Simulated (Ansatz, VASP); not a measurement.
Two plane-wave programs on K

```xyz
4
Lattice="4.6518 0.0000 0.0000 -2.3259 4.0286 0.0000 0.0000 0.0000 15.1758" Properties=species:S:1:pos:R:3 pbc="T T T"
K     4.6518    0.0000    0.0000
K     4.6518    0.0000    7.5879
K     0.0000    2.6857    3.7940
K     2.3259    1.3429   11.3819
```

Alike in both runs: task single point; functional PBE; k mesh 9 × 9 × 3; occupations fermi-dirac, width 0.1 eV; no spin polarisation.

|  | VASP | Ansatz |
| --- | --- | --- |
| version | VASP 6.6.1 | Ansatz 0.2.0 |
| potentials or method | VASP PAW PBE potentials, release 64 (K_sv), cutoff 520 eV | plane waves (420 eV) with PAW, scalar-relativistic |
| valence electrons in the cell | 36 | 36 |

|  | VASP | Ansatz | Ansatz less VASP |
| --- | --- | --- | --- |
| pressure (GPa) | 0.2 | 0.2 | +0.01 |

With one functional, cell and mesh, what is left measures potentials, basis and numerics.
